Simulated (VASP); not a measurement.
# Li (Im-3m) in VASP: further runs

The runs below take Li through relaxation of cell and atoms, with PBEsol+D3(BJ), PBEsol+D4, RPBE+D3(BJ).

Everything below comes from runs of VASP 6.6.1. Logs are shortened: lines on timing, memory, paths and dates and some standing lists are left out, and cuts for length are marked.

**1. The cell of the first run**

It takes space group Im-3m (No. 229, cubic). Conventional cell: a = 3.509 Å, b = 3.509 Å, c = 3.509 Å, α = 90.00°, β = 90.00°, γ = 90.00°. Within 4.0 Å of Li (site symmetry m-3m) lie 14 Li at 3.04 to 3.51 Å.

**2. Relaxation of cell and atoms, PBEsol+D3(BJ)**

INCAR

```
SYSTEM = Li
  PREC = Accurate
  ENCUT = 600
  EDIFF = 1E-6
  ISMEAR = -1
  SIGMA = 0.05
  LREAL = .False.
  LASPH = .True.
  NELM = 60
  ALGO = Normal
  ISIF = 3
  LWAVE = .False.
  LCHARG = .False.
  GGA = PS
  IVDW = 12
  IBRION = 2
  NSW = 60
  EDIFFG = -0.01
```

KPOINTS

```
regular mesh
0
Gamma
  11 11 11
  0 0 0
```

POSCAR

```
Li
1.0
   -1.7546500000      1.7546500000      1.7546500000
    1.7546500000     -1.7546500000      1.7546500000
    1.7546500000      1.7546500000     -1.7546500000
Li
1
Direct
    0.0000000000      0.0000000000      0.0000000000
```

Potentials or basis: VASP PAW PBE potentials, release 64 (Li_sv).

Started as:

```sh
> cat potpaw_PBE.64/Li_sv/POTCAR > POTCAR
> mpirun -np 1 vasp_std > vasp.out
```

OUTCAR:

```text
SYSTEM = Li
   PREC = Accurate
   ENCUT = 600
   EDIFF = 1E-6
   ISMEAR = -1
   LREAL = .False.
   LASPH = .True.
   NELM = 60
   ISIF = 3
   GGA = PS
   IVDW = 12
   IBRION = 2
   NSW = 60
   EDIFFG = -0.01
 IVDW          = 12

 ion  position               nearest neighbor table
   1  0.000  0.000  0.000-

  LATTYP: Found a body centered cubic cell.
 ALAT       =     3.5093000000

  Lattice vectors:

 A1 = (  -1.7546500000,   1.7546500000,   1.7546500000)
 A2 = (   1.7546500000,  -1.7546500000,   1.7546500000)
 A3 = (   1.7546500000,   1.7546500000,  -1.7546500000)

Analysis of symmetry for initial positions (statically):
=====================================================================
 Subroutine PRICEL returns:
 Original cell was already a primitive cell.

 Routine SETGRP: Setting up the symmetry group for a
 body centered cubic supercell.

 Subroutine GETGRP returns: Found 48 space group operations
 (whereof 48 operations were pure point group operations)
 out of a pool of 48 trial point group operations.

The static configuration has the point symmetry O_h .

Analysis of symmetry for dynamics (positions and initial velocities):
=====================================================================
 Subroutine PRICEL returns:
 Original cell was already a primitive cell.

 Routine SETGRP: Setting up the symmetry group for a
 body centered cubic supercell.

 Subroutine GETGRP returns: Found 48 space group operations
 (whereof 48 operations were pure point group operations)
 out of a pool of 48 trial point group operations.

The dynamic configuration has the point symmetry O_h .

 Subroutine INISYM returns: Found 48 space group operations
 (whereof 48 operations are pure point group operations),
 and found     1 'primitive' translations

----------------------------------------------------------------------------------------

                                     Primitive cell

  volume of cell :      21.6088

  direct lattice vectors                    reciprocal lattice vectors
    -1.754650000  1.754650000  1.754650000     0.000000000  0.284957114  0.284957114
     1.754650000 -1.754650000  1.754650000     0.284957114  0.000000000  0.284957114
     1.754650000  1.754650000 -1.754650000     0.284957114  0.284957114  0.000000000

  length of vectors
     3.039142950  3.039142950  3.039142950     0.402990215  0.402990215  0.402990215

  position of ions in fractional coordinates (direct lattice)
     0.000000000  0.000000000  0.000000000

  ion indices of the primitive-cell ions
   primitive index   ion index
                 1           1

[... 59 lines left out ...]
   NGX,Y,Z   is equivalent  to a cutoff of  13.13, 13.13, 13.13 a.u.
   NGXF,Y,Z  is equivalent  to a cutoff of  26.26, 26.26, 26.26 a.u.
 SYSTEM =  Li
   PREC   = accura    normal or accurate (medium, high low for compatibility)
   ISTART =      0    job   : 0-new  1-cont  2-samecut
   ICHARG =      2    charge: 1-file 2-atom 10-const
   ISPIN  =      1    spin polarized calculation?
   LNONCOLLINEAR =      F non collinear calculations
   LSORBIT =      F    spin-orbit coupling
   LASPH  =      T    aspherical Exc in radial PAW
   ENCUT  =  600.0 eV  44.10 Ry    6.64 a.u.   6.07  6.07  6.07*2*pi/ulx,y,z
   NELM   =     60;   NELMIN=  2; NELMDL= -5     # of ELM steps
   EDIFF  = 0.1E-05   stopping-criterion for ELM
   LREAL  =      F    real-space projection
   EDIFFG = -.1E-01   stopping-criterion for IOM
   NSW    =     60    number of steps for IOM
   IBRION =      2    ionic relax: 0-MD 1-quasi-New 2-CG
   NFREE  =      1    steps in history (QN), initial steepest desc. (CG)
   ISIF   =      3    stress and relaxation
   ISYM   =      2    0-nonsym 1-usesym 2-fastsym
   POTIM  = 0.5000    time-step for ionic-motion
   TEBEG  =    0.0;   TEEND  =   0.0 temperature during run
   PSTRESS=    0.0 pullay stress
   NELECT =       3.0000    total number of electrons
   NUPDOWN=      -1.0000    fix difference up-down
   EMIN   =  10.00;   EMAX   =-10.00  energy-range for DOS
   EFERMI =   0.00;   METHOD = LEGACY
   ISMEAR =    -1;   SIGMA  =   0.05  broadening in eV -4-tet -1-fermi 0-gaus
   EFERMI_NEDOS =   21; number of points for ismear=-14 and -15
   IALGO  =     38    algorithm
   IMIX   =      4    mixing-type and parameters
     AMIX     =   0.40;   BMIX     =  1.00
     AMIX_MAG =   1.60;   BMIX_MAG =  1.00
  volume/ion in A,a.u.               =      21.61       145.82
  Fermi-wavevector in a.u.,A,eV,Ry     =   0.847692  1.601906  9.776898  0.718582
  Thomas-Fermi vector in A             =   1.963238
   LORBIT       =      0    0 simple, 1 ext, 2 COOP (PROOUT), +10 PAW based schemes
   GGA     = PS    functional components
   LHFCALC =     F    Hartree Fock is set to
   AEXX    =    0.0000 exact exchange contribution
   IVDW    =    12    specifies the selected vdW correction
   LEPSILON=     F    determine dielectric tensor
   LRPA    =     F    only Hartree local field effects (RPA)
 conjugate gradient relaxation of ions
 non-spin polarized calculation
  energy-cutoff  :      600.00
  volume of cell :       21.61
 maximum number of plane-waves:       730
   NGX = 13   NGY = 13   NGZ = 13

--------------------------------------- Ionic step        1  -------------------------------------------

 number of electron       2.9999991 magnetization

 Free energy of the ion-electron system (eV)
  ---------------------------------------------------
  ext. energy  EPLUGINS =         0.00000000
  ---------------------------------------------------
  free energy    TOTEN  =        -1.96806268 eV

  energy without entropy =       -1.96434178  energy(sigma->0) =       -1.96620223

------------------------ aborting loop because EDIFF is reached ----------------------------------------

 Edisp (eV)   -0.13918

 E8    (eV) :    -0.0890
[... 186 lines left out ...]
--------------------------------------- Ionic step        6  -------------------------------------------

 number of electron       3.0000001 magnetization

 Free energy of the ion-electron system (eV)
  ---------------------------------------------------
  ext. energy  EPLUGINS =         0.00000000
  ---------------------------------------------------
  free energy    TOTEN  =        -1.96495818 eV

  energy without entropy =       -1.96116961  energy(sigma->0) =       -1.96306389

 E-fermi :   0.9599     XC(G=0):  -7.2916

 val. band max:        0.9266324675   @ k =  -0.3636   0.4545   0.0909
 cond. band min:       1.1371267227   @ k =  -0.4545   0.4545   0.0909
 fundamental gap:      0.2104942552
 Fermi energy:         0.9599489032

 k-point     1 :       0.0000    0.0000    0.0000
  band No.  band energies     occupation
      1     -44.7784      2.00000
      2      -2.7525      2.00000
      3      16.7452      0.00000
      4      16.7452      0.00000
      5      16.7452      0.00000
[... 177 lines left out ...]
 k-point    24 :       0.3636    0.1818    0.0909
  band No.  band energies     occupation
      1     -44.7455      2.00000
      2       2.2230      0.00000
      3       4.5004      0.00000
      4       8.2213      0.00000
      5      11.1957      0.00000

 [... further k-points ...]

------------------------ aborting loop because EDIFF is reached ----------------------------------------

 Edisp (eV)   -0.16702

 E8    (eV) :    -0.1070
[... 24 lines left out ...]
  FREE ENERGIE OF THE ION-ELECTRON SYSTEM (eV)
  ---------------------------------------------------
  free  energy   TOTEN  =        -2.1319802467 eV

  energy  without entropy=       -2.1281916694  energy(sigma->0) =       -2.13008596

 reached required accuracy - stopping structural energy minimisation
```

Wall time 11 s (1 thread of Intel Xeon Platinum 8488C (Sapphire Rapids), shared host); peak memory 0.14 GiB.

What came out:

* Free energy: -2.1320 eV
* Relaxed volume: 18.16 Å³/atom
* Relaxed cell: a = 2.868 Å, b = 2.868 Å, c = 2.868 Å, α = 109.47°, β = 109.47°, γ = 109.47°
* Space group after relaxing (to 0.05 Å): Im-3m (No. 229)
* Energy gained by relaxing: 24.7 meV/atom
* Ionic steps: 6
* Pressure after relaxing: 0.0 GPa
* Dispersion energy per atom: -0.167 eV

Step by step:
```
step  energy change (eV)  largest force (eV/Å)  pressure (GPa)  volume (Å³)
   1              0.0000                0.0000           -2.01        21.61
   2             -0.0097                0.0000           -1.67        20.77
   3             -0.0229                0.0000           -0.66        19.02
   4             -0.0061                0.0000            2.86        15.83
   5             -0.0247                0.0000           -0.11        18.29
   6             -0.0247                0.0000            0.01        18.16
```

Final structure:
```xyz
1
Lattice="-1.6560 1.6560 1.6560 1.6560 -1.6560 1.6560 1.6560 1.6560 -1.6560" Properties=species:S:1:pos:R:3 pbc="T T T"
Li    0.0000    0.0000    0.0000
```

Levels at points of the mesh, in eV from the Fermi level:
```csv
k point,band 1,band 2,band 3,band 4,band 5
"(0.00, 0.00, 0.00)",-45.74,-3.71,15.79,15.79,15.79
```

Caveat: the cutoff is under 1.25 times the usual one of these potentials, so pressure, stress and relaxed cells hold a basis-set (Pulay) error; the volume moved by over 15 % at a fixed basis, so the end points are rough; the PAW data sets were made with another functional, which shifts forces and pressure a little; the volume moved by -16 % from the deposited cell, more than functionals usually miss; pairwise dispersion overbinds metals, which lowers pressure and volume.

**3. Relaxation of cell and atoms, PBEsol+D4**

INCAR

```
SYSTEM = Li
PREC = Accurate
ENCUT = 600
EDIFF = 1E-7
ISMEAR = -1
SIGMA = 0.05
LREAL = .False.
LASPH = .True.
NELM = 100
ALGO = Normal
ISIF = 3
LWAVE = .False.
LCHARG = .False.
GGA = PS
IVDW = 13
IBRION = 2
NSW = 60
EDIFFG = -0.01
```

KPOINTS is that of step 2.

POSCAR is that of step 2.

Potentials or basis: VASP PAW PBE potentials, release 64 (Li_sv).

Started as:

```sh
> cat potpaw_PBE.64/Li_sv/POTCAR > POTCAR
> mpirun -np 1 vasp_std > vasp.out
```

Wall time 9.2 s (1 thread of Intel Xeon Platinum 8488C (Sapphire Rapids), shared host); peak memory 0.13 GiB.

The run converged. Its results:

```yaml
Free_energy: -1.9844 eV
Relaxed_volume: 19.82 Å³/atom
Relaxed_cell: a = 2.953 Å, b = 2.953 Å, c = 2.953 Å, α = 109.47°, β = 109.47°, γ = 109.47°
Space_group_after_relaxing_to_0.05_Å: Im-3m (No. 229)
Energy_gained_by_relaxing: 5.9 meV/atom
Ionic_steps: 4
Pressure_after_relaxing: 0.0 GPa
Dispersion_energy_per_atom: -0.011 eV
```

The path:
| step | energy change (eV) | largest force (eV/Å) | pressure (GPa) | volume (Å³) |
| --- | --- | --- | --- | --- |
| 1 | 0.0000 | 0.0000 | -1.01 | 21.61 |
| 2 | -0.0024 | 0.0000 | -0.80 | 21.19 |
| 3 | -0.0058 | 0.0000 | -0.18 | 20.10 |
| 4 | -0.0059 | 0.0000 | 0.01 | 19.82 |

Final structure:
```yaml
crystal:
  lattice:
    - [-1.70483, 1.70483, 1.70483]
    - [1.70483, -1.70483, 1.70483]
    - [1.70483, 1.70483, -1.70483]
  atoms:
    - { symbol: Li, position: [0.00000, 0.00000, 0.00000] }
```

Levels at points of the mesh, in eV from the Fermi level:
```tsv
k point	band 1	band 2	band 3	band 4	band 5
(0.00, 0.00, 0.00)	-45.89	-3.60	14.85	14.85	14.85
```

Caveat: the cutoff is under 1.25 times the usual one of these potentials, so pressure, stress and relaxed cells hold a basis-set (Pulay) error; the PAW data sets were made with another functional, which shifts forces and pressure a little; pairwise dispersion overbinds metals, which lowers pressure and volume.

**4. Relaxation of cell and atoms, RPBE+D3(BJ)**

INCAR

```
SYSTEM = Li
PREC = Accurate ; ENCUT = 600
EDIFF = 1E-6 ; ISMEAR = -1
SIGMA = 0.05 ; LREAL = .FALSE.
LASPH = .TRUE. ; NELM = 60
ALGO = Normal ; ISIF = 3
LWAVE = .FALSE. ; LCHARG = .FALSE.
GGA = RP ; IVDW = 12
IBRION = 2 ; NSW = 60
EDIFFG = -0.01
```

KPOINTS

```
Automatic mesh
0
G
  11 11 11
  0 0 0
```

POSCAR is that of step 3.

Started as:

```sh
> cat potpaw_PBE.64/Li_sv/POTCAR > POTCAR
> mpirun -np 1 vasp_std > vasp.out
```

Wall time 9 s (1 thread of Intel Xeon Platinum 8488C (Sapphire Rapids), shared host); peak memory 0.14 GiB.

The run converged. Its results:

```
Free energy                            : -2.8573 eV
Relaxed volume                         : 11.94 Å³/atom
Relaxed cell                           : a = 2.494 Å, b = 2.494 Å, c = 2.494 Å, α = 109.47°, β = 109.47°, γ = 109.47°
Space group after relaxing (to 0.05 Å) : Im-3m (No. 229)
Energy gained by relaxing              : 393.0 meV/atom
Ionic steps                            : 5
Pressure after relaxing                : -0.1 GPa
Dispersion energy per atom             : -1.389 eV
```

The path:
| step | energy change (eV) | largest force (eV/Å) | pressure (GPa) | volume (Å³) |
| --- | --- | --- | --- | --- |
| 1 | 0.0000 | 0.0000 | -8.05 | 21.61 |
| 2 | -0.1644 | 0.0000 | -8.14 | 18.39 |
| 3 | -0.3752 | 0.0000 | 4.94 | 10.67 |
| 4 | -0.3905 | 0.0000 | -1.54 | 12.42 |
| 5 | -0.3930 | 0.0000 | -0.07 | 11.94 |

Final structure:
```
Li
1.0
    -1.43971    1.43971    1.43971
     1.43971   -1.43971    1.43971
     1.43971    1.43971   -1.43971
Li
1
Direct
  0.00000 0.00000 0.00000
```

Levels at points of the mesh, in eV from the Fermi level:
| k point | band 1 | band 2 | band 3 | band 4 | band 5 |
| --- | --- | --- | --- | --- | --- |
| (0.00, 0.00, 0.00) | -46.04 | -4.17 | 21.70 | 21.70 | 21.70 |

Caveat: the cutoff is under 1.25 times the usual one of these potentials, so pressure, stress and relaxed cells hold a basis-set (Pulay) error; the volume moved by over 15 % at a fixed basis, so the end points are rough; the PAW data sets were made with another functional, which shifts forces and pressure a little; the volume moved by -45 % from the deposited cell, more than functionals usually miss; pairwise dispersion overbinds metals, which lowers pressure and volume.

**5. The runs side by side**

| level | gap on the mesh (eV) | pressure (GPa) | relaxed volume (Å³/atom) |
| --- | --- | --- | --- |
| PBEsol+D3(BJ) | none | 0.0 | 18.16 |
| PBEsol+D4 | none | 0.0 | 19.82 |
| RPBE+D3(BJ) | none | -0.1 | 11.94 |

Alike in all rows: task relaxation of cell and atoms; potentials or basis VASP PAW PBE potentials, release 64 (Li_sv); no spin polarisation; cell relaxed; k mesh 11 × 11 × 11; cutoff (eV) 600; smearing fermi-dirac 0.05 eV.

Caveats: the cutoff is under 1.25 times the usual one of these potentials, so pressure, stress and relaxed cells hold a basis-set (Pulay) error; the PAW data sets were made with another functional, which shifts forces and pressure a little; pairwise dispersion overbinds metals, which lowers pressure and volume; the volume moved by over 15 % at a fixed basis, so the end points are rough (some runs); the volume moved by -16 % from the deposited cell, more than functionals usually miss (some runs); the volume moved by -45 % from the deposited cell, more than functionals usually miss (some runs).

Total energies depend on the potentials used, so only differences within one code and one set of settings carry meaning.

**6. Comparison with measurements**

Step 2. The cell as given is a measured one (21.61 Å³/atom); PBEsol+D3(BJ) puts the equilibrium volume -15.9 % from it, thermal expansion not counted.

Step 3. The cell as given is a measured one (21.61 Å³/atom); PBEsol+D4 puts the equilibrium volume -8.3 % from it, thermal expansion not counted.

Step 4. The cell as given is a measured one (21.61 Å³/atom); RPBE+D3(BJ) puts the equilibrium volume -44.8 % from it, thermal expansion not counted.
